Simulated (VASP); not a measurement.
Set up this calculation in VASP 6.6.1, as the native input.

| Item | Value |
| --- | --- |
| Task | relaxation of cell and atoms |
| Functional | r2SCAN |
| Potentials or basis | VASP PAW PBE potentials, release 64 (Mg, O) |
| Cutoff | 600 eV |
| k mesh | 8 × 8 × 8 |
| Occupations | fermi-dirac, width 0.02 eV |
| Spin | no spin polarisation |
| Dipole correction | no |
| Further INCAR settings | ALGO = Normal; EDIFF = 1e-06; IBRION = 2; EDIFFG = -0.005; NSW = 80; ISIF = 3 |

MgO:

```
Mg O
1.0
     2.65982    0.00000    0.00000
     0.00000    2.65982    0.00000
     0.00000    0.00000    2.65982
Mg O
1 1
Cartesian
  0.0000 0.0000 0.0000
  1.3299 1.3299 1.3299
```

These files were run (other wordings do the same):

POSCAR

```
MgO
1.0
    2.6598216230      0.0000000000      0.0000000000
    0.0000000000      2.6598216230      0.0000000000
    0.0000000000      0.0000000000      2.6598216230
Mg O
1 1
Direct
    0.0000000000      0.0000000000      0.0000000000
    0.5000000000      0.5000000000      0.5000000000
```

INCAR.step1

```
SYSTEM = MgO
PREC = Accurate ; ENCUT = 600
ISMEAR = -1 ; SIGMA = 0.02
LREAL = .FALSE. ; LASPH = .TRUE.
NELM = 100 ; GGA = PE
ALGO = Normal ; EDIFF = 1E-4
LWAVE = .TRUE. ; LCHARG = .FALSE.
```

INCAR.step2

```
SYSTEM = MgO
PREC = Accurate ; ENCUT = 600
EDIFF = 1E-6 ; ISMEAR = -1
SIGMA = 0.02 ; LREAL = .FALSE.
LASPH = .TRUE. ; NELM = 100
ALGO = Normal ; ISIF = 3
LWAVE = .FALSE. ; LCHARG = .FALSE.
METAGGA = R2SCAN ; LMIXTAU = .TRUE.
IBRION = 2 ; NSW = 80
EDIFFG = -0.005 ; ISTART = 1
```

KPOINTS

```
regular mesh
0
G
  8 8 8
  0 0 0
```

Potentials or basis: VASP PAW PBE potentials, release 64 (Mg, O).

Launch:

```sh
$ cat potpaw_PBE.64/Mg/POTCAR potpaw_PBE.64/O/POTCAR > POTCAR
$ cp INCAR.step1 INCAR
$ mpirun -np 1 vasp_std > vasp.out
$ cp INCAR.step2 INCAR
$ mpirun -np 1 vasp_std > vasp.out
```

Results of the run:

```yaml
Relaxed_volume: 8.95 Å³/atom
Relaxed_cell: a = 2.616 Å, b = 2.616 Å, c = 2.616 Å, α = 90.00°, β = 90.00°, γ = 90.00°
Space_group_after_relaxing_to_0.1_Å: Pm-3m (No. 221)
Energy_gained_by_relaxing: 11.0 meV/atom
Ionic_steps: 13
Pressure_after_relaxing: -0.1 GPa
Band_gap_on_the_k_mesh: 3.53 eV (least direct gap 4.60 eV)
```

Caveat: the PAW data sets were made with another functional, which shifts forces and pressure a little.

Wall time 90 s on 1 thread of AMD EPYC 9R45 96-Core Processor (Zen 5) (shared host), peak memory 0.13 GiB.
